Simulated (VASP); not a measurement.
Wanted: the native input for a VASP 6.6.1 run.

| Property | Result |
| --- | --- |
| Task | single point |
| Functional | PBE |
| Potentials or basis | VASP PAW PBE potentials, release 64 (V_sv) |
| Cutoff | 520 eV |
| k mesh | 8 × 9 × 9 |
| Occupations | methfessel-paxton, width 0.05 eV |
| Spin | collinear spin, ferromagnetic start |
| Starting moments | [2.0] μB |
| Dipole correction | no |
| Further INCAR settings | ALGO = Fast; EDIFF = 1e-06; NBANDS = 16 |

The structure of V lies in POSCAR:

```
V
1.0
   -0.0756486300      2.0481251500      1.8548618400
    1.9021292400      0.0263380700      1.7528751400
    1.8823854000      1.9263946100      0.0460819200
V
1
Direct
    0.0000000000      0.0000000000      0.0000000000
```

These files were run (other wordings do the same):

INCAR

```
SYSTEM = V
PREC     = Accurate       ! precision mode
ENCUT    = 520            ! plane-wave cutoff, eV
EDIFF    = 1E-6           ! SCF threshold, eV
ISMEAR   = 1              ! smearing method
SIGMA    = 0.05           ! smearing width, eV
LREAL    = .FALSE.        ! projectors in reciprocal space
LASPH    = .TRUE.         ! aspherical terms in the spheres
NELM     = 150            ! most SCF steps
ALGO     = Fast           ! electronic algorithm
ISIF     = 2              ! what is computed and relaxed
LWAVE    = .FALSE.        ! write WAVECAR
LCHARG   = .TRUE.         ! write CHGCAR
ISPIN    = 2              ! spin polarisation
MAGMOM   = 2              ! initial moments
LORBIT   = 11             ! projections on sites
LMAXMIX  = 4              ! l up to which the mixer works
GGA      = PE             ! functional
LELF     = .TRUE.         ! ELF
LVHAR    = .TRUE.       
NBANDS   = 16             ! bands
```

KPOINTS

```
Automatic mesh
0
G
  8 9 9
  0 0 0
```

Potentials or basis: VASP PAW PBE potentials, release 64 (V_sv).

Command:

```sh
$ cat potpaw_PBE.64/V_sv/POTCAR > POTCAR
$ mpirun -np 1 vasp_std > vasp.out
```

It gave:

```json
{
 "Pressure": "3.9 GPa",
 "Net moment": "0.00 μB per cell",
 "Valence electrons inside the program's atomic spheres": "V 11.65"
}
```

Caveat: the stress differs along the axes, from -8 to 11 GPa; the moments typed at the start vanished in this run.

It took 48 s on 1 thread of Intel(R) Xeon(R) 6975P-C (Granite Rapids), with other jobs on the host, peak memory 0.21 GiB.
